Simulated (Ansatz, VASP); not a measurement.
# Al5As in VASP and in Ansatz

INCAR

```
  PREC = Accurate
  ENCUT = 600
  EDIFF = 1E-7
  ISMEAR = 0
  SIGMA = 0.1
  LREAL = False
  LASPH = True
  NELM = 100
  ALGO = Fast
  ISIF = 3
  LWAVE = False
  LCHARG = False
  GGA = PE
  IBRION = 2
  NSW = 90
  EDIFFG = -0.04
```

File KPOINTS:

```
Automatic mesh
0
Gamma
  6 6 4
```

File POSCAR:

```
Al5As
1.0
    4.5141663284      0.0000000000      0.0000000000
   -2.2570831642      3.9093827173      0.0000000000
    0.0000000000      0.0000000000      6.1312250819
Al As
5 1
Direct
    0.3333333333      0.6666666667      0.2458260268
    0.3333333333      0.6666666667      0.7541739732
    0.6666666667      0.3333333333      0.7541739732
    0.6666666667      0.3333333333      0.2458260268
    0.0000000000      0.0000000000      0.5000000000
    0.0000000000      0.0000000000      0.0000000000
```

Input for Ansatz:

```yaml
crystal:
  lattice:
    - [4.5141663284, 0.0, 0.0]
    - [-2.2570831642, 3.9093827173, 0.0]
    - [0.0, 0.0, 6.1312250819]
  atoms:
    - { symbol: Al, position: [0.3333333333, 0.6666666667, 0.2458260268] }
    - { symbol: Al, position: [0.3333333333, 0.6666666667, 0.7541739732] }
    - { symbol: Al, position: [0.6666666667, 0.3333333333, 0.7541739732] }
    - { symbol: Al, position: [0.6666666667, 0.3333333333, 0.2458260268] }
    - { symbol: Al, position: [0.0, 0.0, 0.5] }
    - { symbol: As, position: [0.0, 0.0, 0.0] }
basis:
  ecutwfc: 420
kpoints:
  mp_grid: { grid: [6, 6, 4] }
hamiltonian:
  xc: pbe
scf:
  occupations: { method: gaussian, width: 0.1 }
  lower_state_search: "off"
output:
  forces: true
  stress: true
  eigenvalues: true
relax:
  adjacent_minimum: "off"
  f_tol: 0.04
  max_steps: 70
  cell: { stress_tol: 0.4 }
```

Alike in both runs: task relaxation of cell and atoms; functional PBE; k mesh 6 × 6 × 4; occupations gaussian, width 0.1 eV; no spin polarisation.

```csv
,VASP,Ansatz
version,VASP 6.6.1,Ansatz 0.2.0
potentials or method,"VASP PAW PBE potentials, release 64 (Al, As), cutoff 600 eV","scalar-relativistic, plane waves, PAW"
valence electrons in the cell,20,30
```

|  | VASP | Ansatz | Ansatz less VASP |
| --- | --- | --- | --- |
| gap on the k mesh at the Fermi level, each at its own relaxed structure (eV) | none | none | - |
| relaxed volume (Å³/atom) | 17.87 | 17.87 | +0.001 |
| relaxed cell length with the largest relative difference (Å) | 5.892 | 5.885 | -0.0076 |

A gap of «none» marks a metal or a gap that the smearing closes. VASP's potentials hold 20 valence electrons a cell and Ansatz's 30, so a difference there can come from the potentials and not from the codes.

Noted on VASP's run: too few bands were computed for a metal, which touches its energy and stress.
